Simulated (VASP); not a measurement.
# BaTe (I4/mmm) in VASP: notebook

The runs below take BaTe through single point, with r2SCAN.

Program: VASP 6.6.1. These are calculated values, not measurements. Logs are shortened: lines on timing, memory, paths and dates and some standing lists are left out, and cuts for length are marked.

### Step 1. The cell of the first run

Symmetry: I4/mmm, No. 139, tetragonal system. The conventional cell has a = 4.944 Å, b = 4.944 Å, c = 7.105 Å, α = 90.00°, β = 90.00°, γ = 90.00°. Within 4.6 Å of Ba (site symmetry 4/mmm) lie 6 Te at 3.50 to 3.55 Å. Within 4.6 Å of Te (site symmetry 4/mmm) lie 6 Ba at 3.50 to 3.55 Å.

### Step 2. Single point, r2SCAN (in-plane strain -0.01)

File POSCAR:

```
BaTe
1.0
    3.4959031701      3.4959031701      0.0000000000
   -3.4959031701      3.4959031701      0.0000000000
    0.0000000000      3.4959031701      3.5524026153
Ba Te
1 1
Direct
    0.0000000000      0.0000000000      0.0000000000
    0.5000000000      0.5000000000      0.0000000000
```

File INCAR.step1:

```
ALGO = Normal
EDIFF = 1E-4
ENCUT = 520
GGA = PE
ISMEAR = 0
LASPH = T
LCHARG = F
LREAL = F
LWAVE = T
NBANDS = 15
NELM = 60
PREC = Accurate
SIGMA = 0.01
```

File INCAR.step2:

```
ALGO = Normal
EDIFF = 1E-7
ENCUT = 520
ISIF = 2
ISMEAR = 0
ISTART = 1
LASPH = T
LCHARG = F
LMIXTAU = T
LREAL = F
LWAVE = F
METAGGA = R2SCAN
NBANDS = 15
NELM = 60
PREC = Accurate
SIGMA = 0.01
```

File KPOINTS:

```
k-points
0
Gamma
  6 6 6
```

Potentials or basis: VASP PAW PBE potentials, release 64 (Ba_sv, Te).

Command:

```bash
cat potpaw_PBE.64/Ba_sv/POTCAR potpaw_PBE.64/Te/POTCAR > POTCAR
cp INCAR.step1 INCAR
mpirun -np 1 vasp_std > vasp.out
cp INCAR.step2 INCAR
mpirun -np 1 vasp_std > vasp.out
```

OUTCAR:

```text
EDIFF = 1E-7
   ENCUT = 520
   ISIF = 2
   ISMEAR = 0
   ISTART = 1
   LASPH = T
   LREAL = F
   METAGGA = R2SCAN
   NELM = 60
   PREC = Accurate

 ion  position               nearest neighbor table
   1  0.000  0.000  0.000-   2 3.50   2 3.50   2 3.50   2 3.50   2 3.55   2 3.55
   2  0.500  0.500  0.000-   1 3.50   1 3.50   1 3.50   1 3.50   1 3.55   1 3.55

  LATTYP: Found a body centered tetragonal cell.
 ALAT       =     4.9439536759
 C/A-ratio  =     1.4370695391

  Lattice vectors:

 A1 = (   3.4959031701,   0.0000000000,  -3.5524026153)
 A2 = (  -3.4959031701,   0.0000000000,  -3.5524026153)
 A3 = (   0.0000000000,   3.4959031701,   3.5524026153)

Analysis of symmetry for initial positions (statically):
=====================================================================
 Subroutine PRICEL returns:
 Original cell was already a primitive cell.

 Routine SETGRP: Setting up the symmetry group for a
 body centered tetragonal supercell.

 Subroutine GETGRP returns: Found 16 space group operations
 (whereof 16 operations were pure point group operations)
 out of a pool of 16 trial point group operations.

The static configuration has the point symmetry D_4h.

Analysis of symmetry for dynamics (positions and initial velocities):
=====================================================================
 Subroutine PRICEL returns:
 Original cell was already a primitive cell.

 Routine SETGRP: Setting up the symmetry group for a
 body centered tetragonal supercell.

 Subroutine GETGRP returns: Found 16 space group operations
 (whereof 16 operations were pure point group operations)
 out of a pool of 16 trial point group operations.

The dynamic configuration has the point symmetry D_4h.

 Subroutine INISYM returns: Found 16 space group operations
 (whereof 16 operations are pure point group operations),
 and found     1 'primitive' translations

----------------------------------------------------------------------------------------

                                     Primitive cell

  volume of cell :      86.8302

  direct lattice vectors                    reciprocal lattice vectors
     3.495903170  3.495903170  0.000000000     0.143024556  0.143024556 -0.140749812
    -3.495903170  3.495903170  0.000000000    -0.143024556  0.143024556 -0.140749812
     0.000000000  3.495903170  3.552402615     0.000000000  0.000000000  0.281499624

  length of vectors
     4.943953676  4.943953676  4.984064939     0.246419474  0.246419474  0.281499624

  position of ions in fractional coordinates (direct lattice)
     0.000000000  0.000000000  0.000000000
     0.500000000  0.500000000  0.000000000

[... 84 lines left out ...]
   POTIM  = 0.5000    time-step for ionic-motion
   TEBEG  =    0.0;   TEEND  =   0.0 temperature during run
   PSTRESS=    0.0 pullay stress
   NELECT =      16.0000    total number of electrons
   NUPDOWN=      -1.0000    fix difference up-down
   EMIN   =  10.00;   EMAX   =-10.00  energy-range for DOS
   EFERMI =   0.00;   METHOD = LEGACY
   ISMEAR =     0;   SIGMA  =   0.01  broadening in eV -4-tet -1-fermi 0-gaus
   EFERMI_NEDOS =   21; number of points for ismear=-14 and -15
   IALGO  =     38    algorithm
   IMIX   =      4    mixing-type and parameters
     AMIX     =   0.40;   BMIX     =  1.00
     AMIX_MAG =   1.60;   BMIX_MAG =  1.00
  volume/ion in A,a.u.               =      43.42       292.98
  Fermi-wavevector in a.u.,A,eV,Ry     =   0.931589  1.760449 11.807934  0.867859
  Thomas-Fermi vector in A             =   2.058098
   LORBIT       =      0    0 simple, 1 ext, 2 COOP (PROOUT), +10 PAW based schemes
   METAGGA = R2SCAN    functional components
   LHFCALC =     F    Hartree Fock is set to
   AEXX    =    0.0000 exact exchange contribution
   IVDW    =     0    specifies the selected vdW correction
   LEPSILON=     F    determine dielectric tensor
   LRPA    =     F    only Hartree local field effects (RPA)
 non-spin polarized calculation
 Gauss-broadening in eV      SIGMA  =   0.01
  energy-cutoff  :      520.00
  volume of cell :       86.83
 maximum number of plane-waves:      2348
 NGX is ok and might be reduce to    40
   NGX = 19   NGY = 19   NGZ = 19

 number of electron      15.9999999 magnetization

 Free energy of the ion-electron system (eV)
  ---------------------------------------------------
  ext. energy  EPLUGINS =         0.00000000
  ---------------------------------------------------
  free energy    TOTEN  =       -56.02064749 eV

  energy without entropy =      -56.02064749  energy(sigma->0) =      -56.02064749

 E-fermi :   2.0596     XC(G=0):  -8.5769

 val. band max:        2.0007204768   @ k =   0.0000   0.0000   0.0000
 cond. band min:       3.8861449229   @ k =   0.5000   0.5000   0.0000
 fundamental gap:      1.8854244461
 Fermi energy:         2.0596409958

 k-point     1 :       0.0000    0.0000    0.0000
  band No.  band energies     occupation
      1     -25.8554      2.00000
      2     -10.5817      2.00000
      3     -10.5814      2.00000
      4     -10.5814      2.00000
      5      -7.8006      2.00000
      6       1.9603      2.00000
      7       2.0007      2.00000
      8       2.0007      2.00000
      9       5.2711      0.00000
     10       5.3703      0.00000
     11       5.3703      0.00000
     12       5.4952      0.00000
     13       6.0040      0.00000
     14       6.0437      0.00000
[... 401 lines left out ...]
      2     -10.8451      2.00000
      3     -10.6886      2.00000
      4     -10.6426      2.00000
      5      -7.2929      2.00000
      6       0.4318      2.00000
      7       0.9955      2.00000
      8       1.0461      2.00000
      9       6.0281      0.00000
     10       6.1492      0.00000
     11       7.8189      0.00000
     12       7.8677      0.00000
     13       8.0068      0.00000
     14       9.7612      0.00000
     15      10.8588      0.00000

 [... further k-points ...]
[... 5 lines left out ...]
  --------------------------------------------------------------------------------------
  -------------------------------------------------------------------------------------
  Total        0.6431393      0.6431393      0.0379211      0.0000000      0.0000000     -0.0000000
  in kB       11.8671012     11.8671012      0.6997130      0.0000000      0.0000000     -0.0000000
  external PRESSURE =       8.1446385 kB  Pullay stress =       0.0000000 kB

 VOLUME and BASIS-vectors are now :
 -----------------------------------------------------------------------------
  energy-cutoff  :      520.00
  volume of cell :       86.83
      direct lattice vectors                 reciprocal lattice vectors
     3.495903170  3.495903170  0.000000000     0.143024556  0.143024556 -0.140749812
    -3.495903170  3.495903170  0.000000000    -0.143024556  0.143024556 -0.140749812
     0.000000000  3.495903170  3.552402615     0.000000000  0.000000000  0.281499624

 POSITION                                       TOTAL-FORCE (eV/Angst)
 -----------------------------------------------------------------------------------
      0.00000      0.00000      0.00000         0.000000      0.000000      0.000000
      0.00000      3.49590      0.00000        -0.000000     -0.000000      0.000000
 -----------------------------------------------------------------------------------
    total drift:                                0.000000     -0.000000     -0.000000

  FREE ENERGIE OF THE ION-ELECTRON SYSTEM (eV)
  ---------------------------------------------------
  free  energy   TOTEN  =       -56.0206474883 eV

  energy  without entropy=      -56.0206474883  energy(sigma->0) =      -56.02064749
```

Wall time 2.4 min (1 thread of AMD EPYC 9R14 (Zen 4), shared host); peak memory 0.24 GiB.

What came out:

```yaml
Free_energy: -56.0206 eV
Pressure: 0.8 GPa
Band_gap_on_the_k_mesh: 1.89 eV (least direct gap 2.26 eV)
```

Stress tensor (GPa, compression positive):
```
1.19 0.00 0.00
0.00 1.19 0.00
0.00 0.00 0.07
```

Caveat: the cell differs from its parent crystal (in-plane strain -0.01); the PAW data sets were made with another functional, which shifts forces and pressure a little; spin-orbit coupling is left out, which moves the levels of the heavy elements. A k mesh can miss the band edges.

### Step 3. Single point, r2SCAN (in-plane strain -0.005, then relaxed in part)

File POSCAR:

```
BaTe
1.0
    3.5135592467      3.5135592467      0.0000000000
   -3.5135592467      3.5135592467      0.0000000000
    0.0000000000      3.5135592467      3.5375881823
Ba Te
1 1
Direct
    0.0000000000      0.0000000000      0.0000000000
    0.5000000000      0.5000000000      0.0000000000
```

File INCAR.step1:

```
SYSTEM = BaTe
ALGO = Normal ; EDIFF = 1E-4
ENCUT = 520 ; GGA = PE
ISMEAR = 0 ; LASPH = .True.
LCHARG = .False. ; LREAL = .False.
LWAVE = .True. ; NBANDS = 15
NELM = 60 ; PREC = Accurate
SIGMA = 0.01
```

File INCAR.step2:

```
SYSTEM = BaTe
ALGO = Normal ; EDIFF = 1E-6
ENCUT = 520 ; ISIF = 2
ISMEAR = 0 ; ISTART = 1
LASPH = .True. ; LCHARG = .False.
LMIXTAU = .True. ; LREAL = .False.
LWAVE = .False. ; METAGGA = R2SCAN
NBANDS = 15 ; NELM = 60
PREC = Accurate ; SIGMA = 0.01
```

File KPOINTS:

```
k-points
0
Gamma
  6 6 6
  0 0 0
```

Potentials or basis: VASP PAW PBE potentials, release 64 (Ba_sv, Te).

Command:

```bash
cat potpaw_PBE.64/Ba_sv/POTCAR potpaw_PBE.64/Te/POTCAR > POTCAR
cp INCAR.step1 INCAR
mpirun -np 1 vasp_std > vasp.out
cp INCAR.step2 INCAR
mpirun -np 1 vasp_std > vasp.out
```

Wall time 2.2 min (1 thread of AMD EPYC 9R14 (Zen 4), shared host); peak memory 0.24 GiB.

It converged, with:

| Quantity | Value |
| --- | --- |
| Free energy | -56.0256 eV |
| Pressure | 0.6 GPa |
| Band gap on the k mesh | 1.91 eV (least direct gap 2.29 eV) |

Stress tensor (GPa, compression positive):
```
0.76 0.00 0.00
0.00 0.76 0.00
0.00 0.00 0.29
```

Levels at points of the mesh, in eV from the valence-band top:
```
           k point  band 4  band 5  band 6  band 7  band 8  band 9  band 10  band 11  band 12  band 13
(0.00, 0.00, 0.00)  -12.59   -9.78   -0.02    0.00    0.00    3.32     3.36     3.36     3.50     4.01
(0.50, 0.00, 0.00)  -12.60   -9.05   -2.18   -1.09   -1.09    4.61     5.21     5.35     5.37     7.41
(0.50, 0.50, 0.00)  -12.67   -9.57   -1.14   -0.41   -0.39    1.91     4.91     5.27     6.14     6.17
(0.00, 0.00, 0.50)  -12.67   -9.57   -1.17   -0.38   -0.38    1.91     4.90     5.27     6.12     6.20
```

Caveat: the cell differs from its parent crystal (in-plane strain -0.005, then relaxed in part); the PAW data sets were made with another functional, which shifts forces and pressure a little; spin-orbit coupling is left out, which moves the levels of the heavy elements.

### Step 4. Single point, r2SCAN (in-plane strain -0.005)

POSCAR, as its differences from that of step 3:

```diff
@@ -4,3 +4,3 @@
    -3.5135592467      3.5135592467      0.0000000000
-    0.0000000000      3.5135592467      3.5375881823
+    0.0000000000      3.5135592467      3.5418089693
 Ba Te
```

File INCAR.step1:

```
SYSTEM = BaTe
PREC = Accurate
ENCUT = 520
ISMEAR = 0
SIGMA = 0.01
LREAL = .FALSE.
LASPH = .TRUE.
NELM = 80
NBANDS = 15
GGA = PE
ALGO = Normal
EDIFF = 1E-4
LWAVE = .TRUE.
LCHARG = .FALSE.
```

File INCAR.step2:

```
SYSTEM = BaTe
PREC = Accurate
ENCUT = 520
EDIFF = 1E-6
ISMEAR = 0
SIGMA = 0.01
LREAL = .FALSE.
LASPH = .TRUE.
NELM = 80
ALGO = Normal
ISIF = 2
LWAVE = .FALSE.
LCHARG = .FALSE.
METAGGA = R2SCAN
LMIXTAU = .TRUE.
NBANDS = 15
ISTART = 1
```

File KPOINTS:

```
regular mesh
0
G
  6 6 6
  0 0 0
```

Command:

```bash
cat potpaw_PBE.64/Ba_sv/POTCAR potpaw_PBE.64/Te/POTCAR > POTCAR
cp INCAR.step1 INCAR
mpirun -np 1 vasp_std > vasp.out
cp INCAR.step2 INCAR
mpirun -np 1 vasp_std > vasp.out
```

It took 2.3 min on 1 thread of AMD EPYC 9R14 (Zen 4), shared host; peak memory 0.24 GiB.

It converged, with:

```
Free energy            : -56.0257 eV
Pressure               : 0.6 GPa
Band gap on the k mesh : 1.91 eV (least direct gap 2.29 eV)
```

Stress tensor (GPa, compression positive):
```
0.75 0.00 0.00
0.00 0.75 0.00
0.00 0.00 0.20
```

Levels at points of the mesh, in eV from the valence-band top:
```csv
k point,band 4,band 5,band 6,band 7,band 8,band 9,band 10,band 11,band 12,band 13
"(0.00, 0.00, 0.00)",-12.59,-9.78,-0.02,0.00,0.00,3.31,3.36,3.36,3.49,4.00
"(0.50, 0.00, 0.00)",-12.60,-9.06,-2.17,-1.09,-1.09,4.61,5.21,5.35,5.37,7.40
"(0.50, 0.50, 0.00)",-12.67,-9.57,-1.14,-0.41,-0.39,1.91,4.91,5.26,6.14,6.16
"(0.00, 0.00, 0.50)",-12.67,-9.57,-1.17,-0.38,-0.38,1.91,4.90,5.27,6.12,6.19
```

Caveat: the cell differs from its parent crystal (in-plane strain -0.005); the PAW data sets were made with another functional, which shifts forces and pressure a little; spin-orbit coupling is left out, which moves the levels of the heavy elements.

### Step 5. Single point, r2SCAN (film at in-plane strain -0.005)

POSCAR, as its differences from that of step 4:

```diff
@@ -4,3 +4,3 @@
    -3.5135592467      3.5135592467      0.0000000000
-    0.0000000000      3.5135592467      3.5418089693
+    0.0000000000      3.5135592467      3.5375881823
 Ba Te
```

File INCAR.step1:

```
ALGO = Normal
EDIFF = 1E-4
ENCUT = 520
GGA = PE
ISMEAR = 0
LASPH = T
LCHARG = F
LREAL = F
LWAVE = T
NBANDS = 15
NELM = 60
PREC = Accurate
SIGMA = 0.01
```

File INCAR.step2:

```
ALGO = Normal
EDIFF = 1E-6
ENCUT = 520
ISIF = 2
ISMEAR = 0
ISTART = 1
LASPH = T
LCHARG = F
LMIXTAU = T
LREAL = F
LWAVE = F
METAGGA = R2SCAN
NBANDS = 15
NELM = 60
PREC = Accurate
SIGMA = 0.01
```

File KPOINTS:

```
k-points
0
Gamma
  6 6 6
```

Command:

```bash
cat potpaw_PBE.64/Ba_sv/POTCAR potpaw_PBE.64/Te/POTCAR > POTCAR
cp INCAR.step1 INCAR
mpirun -np 1 vasp_std > vasp.out
cp INCAR.step2 INCAR
mpirun -np 1 vasp_std > vasp.out
```

Run time: 2.3 min. Hardware: 1 thread of AMD EPYC 9R14 (Zen 4), shared host; peak memory 0.24 GiB.

It converged, with:

* Free energy: -56.0256 eV
* Pressure: 0.6 GPa
* Band gap on the k mesh: 1.91 eV (least direct gap 2.29 eV)

Stress tensor (GPa, compression positive):
```
0.76 0.00 0.00
0.00 0.76 0.00
0.00 0.00 0.29
```

Levels at points of the mesh, in eV from the valence-band top:
| k point | band 6 | band 7 | band 8 | band 9 | band 10 | band 11 |
| --- | --- | --- | --- | --- | --- | --- |
| (0.00, 0.00, 0.00) | -0.02 | 0.00 | 0.00 | 3.32 | 3.36 | 3.36 |
| (0.50, 0.00, 0.00) | -2.18 | -1.09 | -1.09 | 4.61 | 5.21 | 5.35 |
| (0.50, 0.50, 0.00) | -1.14 | -0.41 | -0.39 | 1.91 | 4.91 | 5.27 |
| (0.00, 0.00, 0.50) | -1.17 | -0.38 | -0.38 | 1.91 | 4.90 | 5.27 |

Caveat: the cell differs from its parent crystal (film at in-plane strain -0.005); the PAW data sets were made with another functional, which shifts forces and pressure a little; spin-orbit coupling is left out, which moves the levels of the heavy elements. A k mesh can miss the band edges.

### Step 6. Summary

```tsv
cell	gap on the mesh (eV)	pressure (GPa)
a = 4.944, b = 4.944, c = 4.984 Å, angles 60.3, 60.3, 90.0°, 2 atoms	1.89	0.8
a = 4.969, b = 4.969, c = 4.986 Å, angles 60.1, 60.1, 90.0°, 2 atoms	1.91	0.6
a = 4.969, b = 4.969, c = 4.989 Å, angles 60.1, 60.1, 90.0°, 2 atoms	1.91	0.6
```

Alike in all rows: task single point; level r2SCAN; potentials or basis VASP PAW PBE potentials, release 64 (Ba_sv, Te); no spin polarisation; k mesh 6 × 6 × 6; cutoff (eV) 520; smearing gaussian 0.01 eV.

Caveats: the PAW data sets were made with another functional, which shifts forces and pressure a little; spin-orbit coupling is left out, which moves the levels of the heavy elements.

Total energies depend on the potentials used, so only differences within one code and one set of settings carry meaning.
